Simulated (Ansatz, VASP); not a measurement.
**Two plane-wave programs on Zn**

```
Zn
1.0
     2.65564    0.00000    0.00000
    -1.32782    2.29985    0.00000
     0.00000    0.00000    4.96246
Zn
2
Direct
  0.33333 0.66667 0.25000
  0.66667 0.33333 0.75000
```

Alike in both runs: task single point; functional PBE; k mesh 14 × 14 × 7; occupations methfessel-paxton of order 1, width 0.2 eV; no spin polarisation.

```csv
,VASP,Ansatz
version,VASP 6.6.1,Ansatz 0.2.0
potentials or method,"VASP PAW PBE potentials, release 64 (Zn), cutoff 520 eV","plane waves (420 eV) with PAW, scalar-relativistic"
valence electrons in the cell,24,24
```

Ansatz gave:

```
pressure (GPa)                                                : 0.1
traceless stress, the component that is largest in VASP (GPa) : -0.91
```

Problem. Which values does VASP return?

Solution. Pressure (GPa): 0.4; traceless stress, the component that is largest in VASP (GPa): -1.08.
